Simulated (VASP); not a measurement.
Li7B: relaxation of cell and atoms with PBE

The system is Li7B.

```
Li B
1.0
     0.00000    4.92061    4.92061
     4.92061    0.00000    4.92061
     4.92061    4.92061    0.00000
Li B
7 1
Direct
  0.71735 0.28265 0.28265
  0.28265 0.71735 0.71735
  0.28265 0.71735 0.28265
  0.71735 0.28265 0.71735
  0.28265 0.28265 0.71735
  0.71735 0.71735 0.28265
  0.00000 0.00000 0.00000
  0.50000 0.50000 0.50000
```

The cell was built from a structure type or drawn by symmetry, and may not be a known phase.

| Property | Result |
| --- | --- |
| Program | VASP 6.6.1 |
| Task | relaxation of cell and atoms |
| Functional | PBE |
| Potentials or basis | VASP PAW PBE potentials, release 64 (Li_sv, B) |
| Cutoff | 600 eV |
| k mesh | 8 × 8 × 8 |
| Occupations | gaussian, width 0.1 eV |
| Spin | no spin polarisation |
| Dipole correction | no |
| Further INCAR settings | ALGO = Fast; EDIFF = 1e-06; IBRION = 2; EDIFFG = -0.01; NSW = 100; ISIF = 3 |

```
Relaxed volume                        : 31.37 Å³/atom
Relaxed cell                          : a = 7.080 Å, b = 7.080 Å, c = 7.080 Å, α = 60.00°, β = 60.00°, γ = 60.00°
Space group after relaxing (to 0.1 Å) : Fm-3m (No. 225)
Energy gained by relaxing             : 0.6 meV/atom
Ionic steps                           : 7
Pressure after relaxing               : 0.0 GPa
Largest force after relaxing          : 0.006 eV/Å
```

Forces on the atoms (eV/Å):
```
Li  -0.006  0.000  0.000
Li   0.006  0.000  0.000
Li   0.000 -0.006  0.000
Li   0.000  0.006  0.000
Li   0.000  0.000 -0.006
Li   0.000  0.000  0.006
Li   0.000  0.000  0.000
B    0.000  0.000  0.000
```

The path:
```csv
step,energy change (eV),largest force (eV/Å),pressure (GPa),volume (Å³)
1,0.0000,0.0296,0.34,238.28
2,-0.0039,0.0011,0.21,240.47
3,-0.0062,0.0424,0.05,243.69
4,-0.0063,0.0471,0.03,244.13
5,-0.0071,0.0414,0.02,244.81
6,-0.0089,0.0218,0.01,246.84
7,-0.0048,0.0064,0.03,250.95
```

Final structure:
```cif
data_structure
_symmetry_space_group_name_H-M 'P 1'
_symmetry_Int_Tables_number 1
_cell_length_a 7.0800
_cell_length_b 7.0800
_cell_length_c 7.0800
_cell_angle_alpha 60.000
_cell_angle_beta 60.000
_cell_angle_gamma 60.000
_cell_volume 250.95
loop_
_atom_site_label
_atom_site_type_symbol
_atom_site_fract_x
_atom_site_fract_y
_atom_site_fract_z
_atom_site_occupancy
Li1 Li 0.71495 0.28505 0.28505 1
Li2 Li 0.28505 0.71495 0.71495 1
Li3 Li 0.28505 0.71495 0.28505 1
Li4 Li 0.71495 0.28505 0.71495 1
Li5 Li 0.28505 0.28505 0.71495 1
Li6 Li 0.71495 0.71495 0.28505 1
Li7 Li 0.00000 0.00000 0.00000 1
B1 B 0.50000 0.50000 0.50000 1
```

Levels at points of the mesh, in eV from the Fermi level:
| k point | band 9 | band 10 | band 11 | band 12 | band 13 | band 14 | band 15 | band 16 |
| --- | --- | --- | --- | --- | --- | --- | --- | --- |
| (0.00, 0.00, 0.00) | -1.71 | -0.10 | -0.10 | -0.10 | 1.21 | 1.21 | 1.21 | 1.66 |
| (0.50, 0.00, 0.00) | -1.56 | -0.21 | -0.21 | -0.09 | 0.30 | 0.87 | 0.87 | 2.92 |
| (0.50, 0.50, 0.00) | -1.14 | -1.08 | -0.44 | -0.44 | 0.99 | 1.00 | 1.00 | 1.08 |

It took 19 min on 1 thread of AMD EPYC 9R14 (Zen 4), with other jobs on the host, peak memory 0.49 GiB.

Caveat: the cutoff is under 1.25 times the usual one of these potentials, so pressure, stress and relaxed cells hold a basis-set (Pulay) error.
